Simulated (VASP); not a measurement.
Write the native input for VASP 6.6.1 that does the following.

| Property | Result |
| --- | --- |
| Task | relaxation of cell and atoms |
| Functional | PBE |
| Potentials or basis | VASP PAW PBE potentials, release 64 (Mg, O) |
| Cutoff | 600 eV |
| k mesh | 16 × 16 × 16 |
| Occupations | fermi-dirac, width 0.08 eV |
| Spin | no spin polarisation |
| Target pressure | 190 GPa |
| Dipole correction | no |
| Further INCAR settings | ALGO = Normal; EDIFF = 1e-06; IBRION = 2; EDIFFG = -0.005; NSW = 32; ISIF = 3 |

The structure of MgO (CsCl type) lies in POSCAR:

```
MgO
1.0
    2.2542224073      0.0000000000      0.0000000000
    0.0000000000      2.2542224073      0.0000000000
    0.0000000000      0.0000000000      2.2542224073
Mg O
1 1
Direct
    0.0000000000      0.0000000000      0.0000000000
    0.5000000000      0.5000000000      0.5000000000
```

The input as run:

INCAR

```
SYSTEM = MgO
PREC = Accurate ; ENCUT = 600
EDIFF = 1E-6 ; ISMEAR = -1
SIGMA = 0.08 ; LREAL = .FALSE.
LASPH = .TRUE. ; NELM = 60
ALGO = Normal ; ISIF = 3
LWAVE = .FALSE. ; LCHARG = .FALSE.
GGA = PE ; IBRION = 2
NSW = 32 ; EDIFFG = -0.005
PSTRESS = 1900.0
```

KPOINTS

```
Automatic mesh
0
G
  16 16 16
  0 0 0
```

Potentials or basis: VASP PAW PBE potentials, release 64 (Mg, O).

Run with:

```console
$ cat potpaw_PBE.64/Mg/POTCAR potpaw_PBE.64/O/POTCAR > POTCAR
$ mpirun -np 1 vasp_std > vasp.out
```

Results of the run:

| Property | Result |
| --- | --- |
| Relaxed volume | 5.73 Å³/atom |
| Relaxed cell | a = 2.255 Å, b = 2.255 Å, c = 2.255 Å, α = 90.00°, β = 90.00°, γ = 90.00° |
| Space group after relaxing (to 0.05 Å) | Pm-3m (No. 221) |
| Energy change on relaxing (the enthalpy is what falls) | -3.3 meV/atom |
| Ionic steps | 3 |
| Pressure after relaxing | 190.0 GPa |
| Band gap on the k mesh | 6.70 eV, direct |

Caveat: the cell is relaxed towards a set pressure, so the enthalpy falls and the energy may rise.

Wall time 19 s on 1 thread of Intel Xeon 6975P-C, with other jobs on the host, peak memory 0.14 GiB.
